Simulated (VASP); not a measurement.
# ZnSnN2 (P-6m2) in VASP: notebook

ZnSnN2 is run at these levels: PBE; tasks: single point.

All numbers are computed with VASP 6.6.1; they aren't measurements. Logs are shortened: lines on timing, memory, paths and dates and some standing lists are left out, and cuts for length are marked.

### Step 1. The cell of the first run

It takes space group P-6m2 (No. 187, hexagonal). Conventional cell: a = 4.052 Å, b = 4.052 Å, c = 4.794 Å, α = 90.00°, β = 90.00°, γ = 120.00°. Zn (site symmetry -6m2) has 2 N at 1.74 Å within 2.3 Å. Within 3.1 Å of Sn (site symmetry -6m2) lie 3 Zn at 2.34 Å and 6 N at 2.91 Å. Within 1.8 Å of N (site symmetry 3m) lie 1 N at 1.32 Å and 1 Zn at 1.74 Å.

### Step 2. Single point, PBE

INCAR

```
SYSTEM = ZnSnN2
  PREC = Accurate
  ENCUT = 520
  EDIFF = 1E-7
  ISMEAR = 0
  SIGMA = 0.1
  LREAL = .False.
  LASPH = .True.
  NELM = 100
  ALGO = Normal
  ISIF = 2
  LWAVE = .False.
  LCHARG = .False.
  GGA = PE
  NBANDS = 26
```

KPOINTS

```
regular mesh
0
Gamma
  6 6 4
  0 0 0
```

POSCAR

```
ZnSnN2
1.0
    4.0523245300      0.0000000000      0.0000000000
   -2.0261622600      3.5094159800      0.0000000000
    0.0000000000      0.0000000000      4.7944540700
Zn Sn N
1 1 2
Direct
    0.0000000000      0.0000000000      0.0000000000
    0.6666666700      0.3333333300      0.0000000000
    0.0000000000      0.0000000000      0.6377046500
    0.0000000000      0.0000000000      0.3622953500
```

Potentials or basis: VASP PAW PBE potentials, release 64 (Zn, Sn_d, N).

Launch:

```console
> cat potpaw_PBE.64/Zn/POTCAR potpaw_PBE.64/Sn_d/POTCAR potpaw_PBE.64/N/POTCAR > POTCAR
> mpirun -np 1 vasp_std > vasp.out
```

OUTCAR:

```text
SYSTEM = ZnSnN2
   PREC = Accurate
   ENCUT = 520
   EDIFF = 1E-7
   ISMEAR = 0
   LREAL = .False.
   LASPH = .True.
   NELM = 100
   ISIF = 2
   GGA = PE

 ion  position               nearest neighbor table
   1  0.000  0.000  0.000-   3 1.74   4 1.74   2 2.34   2 2.34   2 2.34
   2  0.667  0.333  0.000-   1 2.34   1 2.34   1 2.34
   3  0.000  0.000  0.638-   4 1.32   1 1.74
   4  0.000  0.000  0.362-   3 1.32   1 1.74

  LATTYP: Found a hexagonal cell.
 ALAT       =     4.0523245300
 C/A-ratio  =     1.1831367489

  Lattice vectors:

 A1 = (   4.0523245300,   0.0000000000,   0.0000000000)
 A2 = (  -2.0261622600,   3.5094159800,   0.0000000000)
 A3 = (   0.0000000000,   0.0000000000,   4.7944540700)

Analysis of symmetry for initial positions (statically):
=====================================================================
 Subroutine PRICEL returns:
 Original cell was already a primitive cell.

 Routine SETGRP: Setting up the symmetry group for a
 hexagonal supercell.

 Subroutine GETGRP returns: Found 12 space group operations
 (whereof 12 operations were pure point group operations)
 out of a pool of 24 trial point group operations.

The static configuration has the point symmetry D_3h.

Analysis of symmetry for dynamics (positions and initial velocities):
=====================================================================
 Subroutine PRICEL returns:
 Original cell was already a primitive cell.

 Routine SETGRP: Setting up the symmetry group for a
 hexagonal supercell.

 Subroutine GETGRP returns: Found 12 space group operations
 (whereof 12 operations were pure point group operations)
 out of a pool of 24 trial point group operations.

The dynamic configuration has the point symmetry D_3h.

 Subroutine INISYM returns: Found 12 space group operations
 (whereof 12 operations are pure point group operations),
 and found     1 'primitive' translations

----------------------------------------------------------------------------------------

                                     Primitive cell

  volume of cell :      68.1833

  direct lattice vectors                    reciprocal lattice vectors
     4.052324530  0.000000000  0.000000000     0.246771944  0.142473848  0.000000000
    -2.026162260  3.509415980  0.000000000     0.000000000  0.284947697  0.000000000
     0.000000000  0.000000000  4.794454070     0.000000000  0.000000000  0.208574321

  length of vectors
     4.052324530  4.052324521  4.794454070     0.284947696  0.284947697  0.208574321

  position of ions in fractional coordinates (direct lattice)
     0.000000000  0.000000000  0.000000000
     0.666666670  0.333333330  0.000000000
     0.000000000  0.000000000  0.637704650
     0.000000000  0.000000000  0.362295350

  ion indices of the primitive-cell ions
   primitive index   ion index
                 1           1
                 2           2
                 3           3
                 4           4

----------------------------------------------------------------------------------------

 KPOINTS: regular mesh

Automatic generation of k-mesh.
 Grid dimensions read from file:
 generate k-points for:    6    6    4

 Generating k-lattice:

  Cartesian coordinates                     Fractional coordinates (reciprocal lattice)
     0.041128657  0.023745641  0.000000000     0.166666667  0.000000000  0.000000000
     0.000000000  0.047491283  0.000000000     0.000000000  0.166666667  0.000000000
     0.000000000  0.000000000  0.052143580     0.000000000  0.000000000  0.250000000

  Length of vectors
     0.047491283  0.047491283  0.052143580

  Shift w.r.t. Gamma in fractional coordinates (k-lattice)
     0.000000000  0.000000000  0.000000000

 Subroutine IBZKPT returns following result:
 ===========================================

 Found     21 irreducible k-points:

 Following reciprocal coordinates:
            Coordinates               Weight
  0.000000  0.000000  0.000000      1.000000
  0.166667 -0.000000  0.000000      6.000000
  0.333333  0.000000  0.000000      6.000000
  0.500000 -0.000000  0.000000      3.000000
  0.166667  0.166667  0.000000      6.000000
  0.333333  0.166667  0.000000     12.000000
[... 13 lines left out ...]
  0.333333  0.166667  0.500000     12.000000
  0.333333  0.333333  0.500000      2.000000
   k-points           NKPTS =     21   k-points in BZ     NKDIM =     21   number of bands    NBANDS=     26
   number of dos      NEDOS =    301   number of ions     NIONS =      4
   total plane-waves  NPLWV =  32400
   dimension x,y,z NGX =    30 NGY =   30 NGZ =   36
   dimension x,y,z NGXF=    60 NGYF=   60 NGZF=   72
   ions per type =               1   1   2
   NGX,Y,Z   is equivalent  to a cutoff of  12.31, 12.31, 12.48 a.u.
   NGXF,Y,Z  is equivalent  to a cutoff of  24.61, 24.61, 24.97 a.u.
 SYSTEM =  ZnSnN2
   PREC   = accura    normal or accurate (medium, high low for compatibility)
   ISTART =      0    job   : 0-new  1-cont  2-samecut
   ICHARG =      2    charge: 1-file 2-atom 10-const
   ISPIN  =      1    spin polarized calculation?
   LNONCOLLINEAR =      F non collinear calculations
   LSORBIT =      F    spin-orbit coupling
   LASPH  =      T    aspherical Exc in radial PAW
   ENCUT  =  520.0 eV  38.22 Ry    6.18 a.u.   7.53  7.53  8.91*2*pi/ulx,y,z
   NELM   =    100;   NELMIN=  2; NELMDL= -5     # of ELM steps
   EDIFF  = 0.1E-06   stopping-criterion for ELM
   LREAL  =      F    real-space projection
   EDIFFG = 0.1E-05   stopping-criterion for IOM
   NSW    =      0    number of steps for IOM
   IBRION =     -1    ionic relax: 0-MD 1-quasi-New 2-CG
   NFREE  =      0    steps in history (QN), initial steepest desc. (CG)
   ISIF   =      2    stress and relaxation
   ISYM   =      2    0-nonsym 1-usesym 2-fastsym
   POTIM  = 0.5000    time-step for ionic-motion
   TEBEG  =    0.0;   TEEND  =   0.0 temperature during run
   PSTRESS=    0.0 pullay stress
   NELECT =      36.0000    total number of electrons
   NUPDOWN=      -1.0000    fix difference up-down
   EMIN   =  10.00;   EMAX   =-10.00  energy-range for DOS
   EFERMI =   0.00;   METHOD = LEGACY
   ISMEAR =     0;   SIGMA  =   0.10  broadening in eV -4-tet -1-fermi 0-gaus
   EFERMI_NEDOS =   21; number of points for ismear=-14 and -15
   IALGO  =     38    algorithm
   IMIX   =      4    mixing-type and parameters
     AMIX     =   0.40;   BMIX     =  1.00
     AMIX_MAG =   1.60;   BMIX_MAG =  1.00
  volume/ion in A,a.u.               =      17.05       115.03
  Fermi-wavevector in a.u.,A,eV,Ry     =   1.323172  2.500432 23.820859  1.750784
  Thomas-Fermi vector in A             =   2.452799
   LORBIT       =      0    0 simple, 1 ext, 2 COOP (PROOUT), +10 PAW based schemes
   GGA     = PE    functional components
   LHFCALC =     F    Hartree Fock is set to
   AEXX    =    0.0000 exact exchange contribution
   IVDW    =     0    specifies the selected vdW correction
   LEPSILON=     F    determine dielectric tensor
   LRPA    =     F    only Hartree local field effects (RPA)
 non-spin polarized calculation
 Gauss-broadening in eV      SIGMA  =   0.10
  energy-cutoff  :      520.00
  volume of cell :       68.18
 maximum number of plane-waves:      1852
   NGX = 15   NGY = 15   NGZ = 17

 number of electron      36.0000017 magnetization

 Free energy of the ion-electron system (eV)
  ---------------------------------------------------
  ext. energy  EPLUGINS =         0.00000000
  ---------------------------------------------------
  free energy    TOTEN  =       -15.43236871 eV

  energy without entropy =      -15.42207681  energy(sigma->0) =      -15.42722276

 E-fermi :   4.7365     XC(G=0):  -9.5679

 val. band max:        4.7319461138   @ k =   0.3333   0.0000   0.0000
 cond. band min:       4.7690152441   @ k =   0.3333   0.3333   0.0000
 fundamental gap:      0.0370691304
 Fermi energy:         4.7364981580

 k-point     1 :       0.0000    0.0000    0.0000
  band No.  band energies     occupation
      1     -17.5057      2.00000
      2     -17.4371      2.00000
      3     -17.4371      2.00000
      4     -17.4011      2.00000
      5     -17.4011      2.00000
      6     -15.7854      2.00000
[... 18 lines left out ...]
     25      11.2523      0.00000
     26      13.7364      0.00000

 k-point     2 :       0.1667   -0.0000    0.0000
  band No.  band energies     occupation
      1     -17.5001      2.00000
      2     -17.4445      2.00000
      3     -17.4327      2.00000
      4     -17.4050      2.00000
      5     -17.4023      2.00000
      6     -15.7641      2.00000
[... 18 lines left out ...]
     25      13.5213      0.00000
     26      13.6987      0.00000

 k-point     3 :       0.3333    0.0000    0.0000
  band No.  band energies     occupation
      1     -17.4902      2.00000
      2     -17.4582      2.00000
      3     -17.4238      2.00000
      4     -17.4128      2.00000
      5     -17.4048      2.00000
      6     -15.7214      2.00000
[... 18 lines left out ...]
     25      13.8403      0.00000
     26      14.0504      0.00000

 k-point     4 :       0.5000   -0.0000    0.0000
  band No.  band energies     occupation
      1     -17.4870      2.00000
      2     -17.4633      2.00000
      3     -17.4194      2.00000
      4     -17.4168      2.00000
      5     -17.4060      2.00000
      6     -15.7000      2.00000
[... 18 lines left out ...]
     25      13.9008      0.00000
     26      13.9398      0.00000
[... 409 lines left out ...]
      1     -17.4893      2.00000
      2     -17.4493      2.00000
      3     -17.4281      2.00000
      4     -17.4194      2.00000
      5     -17.4061      2.00000
      6     -15.5698      2.00000
[... 18 lines left out ...]
     25      14.4053      0.00000
     26      14.8590      0.00000

 k-point    20 :       0.3333    0.1667    0.5000
  band No.  band energies     occupation
      1     -17.4803      2.00000
      2     -17.4540      2.00000
      3     -17.4286      2.00000
      4     -17.4267      2.00000
      5     -17.4095      2.00000
      6     -15.5402      2.00000
[... 18 lines left out ...]
     25      14.5464      0.00000
     26      15.9100      0.00000

 k-point    21 :       0.3333    0.3333    0.5000
  band No.  band energies     occupation
      1     -17.4745      2.00000
      2     -17.4427      2.00000
      3     -17.4420      2.00000
      4     -17.4291      2.00000
      5     -17.4132      2.00000
      6     -15.5304      2.00000
[... 18 lines left out ...]
     25      13.6358      0.00000
     26      13.9420      0.00000

------------------------ aborting loop because EDIFF is reached ----------------------------------------

  FORCE on cell =-STRESS in cart. coord.  units (eV):
  Direction    XX          YY          ZZ          XY          YZ          ZX
  --------------------------------------------------------------------------------------
  -------------------------------------------------------------------------------------
  Total       11.5325818     11.5325818      7.8939163      0.0000000     -0.0000000      0.0000000
  in kB      270.9935138    270.9935126    185.4918665      0.0000004     -0.0000000      0.0000000
  external PRESSURE =     242.4929643 kB  Pullay stress =       0.0000000 kB

 VOLUME and BASIS-vectors are now :
 -----------------------------------------------------------------------------
  energy-cutoff  :      520.00
  volume of cell :       68.18
      direct lattice vectors                 reciprocal lattice vectors
     4.052324530  0.000000000  0.000000000     0.246771944  0.142473848  0.000000000
    -2.026162260  3.509415980  0.000000000     0.000000000  0.284947697  0.000000000
     0.000000000  0.000000000  4.794454070     0.000000000  0.000000000  0.208574321

 POSITION                                       TOTAL-FORCE (eV/Angst)
 -----------------------------------------------------------------------------------
      0.00000      0.00000      0.00000         0.000000      0.000000      0.000000
      2.02616      1.16981      0.00000        -0.000000      0.000000      0.000000
      0.00000      0.00000      3.05745        -0.000000     -0.000000     -8.879655
      0.00000      0.00000      1.73701        -0.000000      0.000000      8.879655
 -----------------------------------------------------------------------------------
    total drift:                               -0.000009      0.000006     -0.000000

  FREE ENERGIE OF THE ION-ELECTRON SYSTEM (eV)
  ---------------------------------------------------
  free  energy   TOTEN  =       -15.4323687108 eV

  energy  without entropy=      -15.4220768080  energy(sigma->0) =      -15.42722276
```

Run time: 16 s. Hardware: 1 thread of Intel Xeon 6975P-C (Granite Rapids), shared host; peak memory 0.19 GiB.

Results:

```yaml
Free_energy: -15.4324 eV
Pressure: 24.2 GPa
Largest_force: 8.880 eV/Å
Band_gap_on_the_k_mesh: zero (band 18 reaches 5.25 eV, above the bottom of band 19 at 4.65 eV)
```

Forces in eV/Å, atoms in the order of the input:
```
Zn   0.000  0.000  0.000
Sn   0.000  0.000  0.000
N    0.000  0.000 -8.880
N    0.000  0.000  8.880
```

Stress tensor (GPa, compression positive):
```
27.10  0.00  0.00
 0.00 27.10  0.00
 0.00  0.00 18.55
```

Caveat: spin-orbit coupling is left out, which moves the levels of the heavy elements; forces of over 1 eV/Å act on the atoms, so gaps and moduli don't describe the material at rest.

### Step 3. Single point, PBE

This run uses another cell than the first one, of 40.77 Å³/atom, 2.392 times its volume.

INCAR

```
SYSTEM = ZnSnN2
PREC     = Accurate       ! precision mode
ENCUT    = 520            ! plane-wave cutoff, eV
EDIFF    = 1E-7           ! SCF threshold, eV
ISMEAR   = 0              ! smearing method
SIGMA    = 0.1            ! smearing width, eV
LREAL    = .FALSE.        ! projectors in reciprocal space
LASPH    = .TRUE.         ! aspherical terms in the spheres
NELM     = 80             ! most SCF steps
ALGO     = Normal         ! electronic algorithm
ISIF     = 2              ! what is computed and relaxed
LWAVE    = .FALSE.        ! write WAVECAR
LCHARG   = .FALSE.        ! write CHGCAR
GGA      = PE             ! functional
NBANDS   = 26             ! bands
```

KPOINTS

```
Automatic mesh
0
G
  6 6 4
  0 0 0
```

POSCAR

```
ZnSnN2
1.0
    4.5517588342     -0.0000000032      0.0000000000
   -2.2758794143      3.9419387840      0.0000000000
    0.0000000000      0.0000000000      9.0879681695
Zn Sn N
1 1 2
Direct
    0.0000000000      0.0000000000      0.0000000000
    0.6666666667      0.3333333333      0.0000000000
    0.0000000000      0.0000000000      0.5606589477
    0.0000000000      0.0000000000      0.4393410523
```

Potentials or basis: VASP PAW PBE potentials, release 64 (Zn, Sn_d, N).

Launch:

```console
> cat potpaw_PBE.64/Zn/POTCAR potpaw_PBE.64/Sn_d/POTCAR potpaw_PBE.64/N/POTCAR > POTCAR
> mpirun -np 1 vasp_std > vasp.out
```

Wall time 38 s (1 thread of Intel Xeon 6975P-C (Granite Rapids), shared host); peak memory 0.33 GiB.

Results (log left out):

* Free energy: -20.1263 eV
* Pressure: 0.6 GPa
* Largest force: 1.739 eV/Å
* Band gap on the k mesh: zero (band 18 reaches 0.75 eV, above the bottom of band 19 at -0.69 eV)

Forces on the atoms (eV/Å):
```
Zn   0.000  0.000  0.000
Sn   0.000  0.000  0.000
N    0.000  0.000  1.739
N    0.000  0.000 -1.739
```

Stress tensor (GPa, compression positive):
```
-0.06  0.00  0.00
 0.00 -0.06  0.00
 0.00  0.00  1.98
```

Levels at points of the mesh, in eV from the Fermi level:
| k point | band 14 | band 15 | band 16 | band 17 | band 18 | band 19 | band 20 | band 21 | band 22 | band 23 |
| --- | --- | --- | --- | --- | --- | --- | --- | --- | --- | --- |
| (0.00, 0.00, 0.00) | -6.82 | -6.63 | -6.20 | -0.84 | 1.29 | 1.29 | 2.02 | 2.19 | 2.19 | 3.49 |
| (0.50, 0.00, 0.00) | -6.82 | -6.18 | -5.99 | -3.82 | -0.16 | 0.56 | 1.87 | 2.11 | 2.80 | 3.06 |
| (0.00, 0.00, 0.50) | -6.82 | -6.59 | -6.25 | -0.80 | 1.28 | 1.28 | 2.02 | 2.20 | 2.20 | 4.04 |
| (0.50, 0.00, 0.50) | -6.82 | -6.16 | -6.01 | -3.83 | -0.17 | 0.64 | 1.78 | 2.13 | 2.83 | 2.98 |

Caveat: the standard files for N, O and F lose accuracy on very short bonds; spin-orbit coupling is left out, which moves the levels of the heavy elements; forces of over 1 eV/Å act on the atoms, so gaps and moduli don't describe the material at rest.
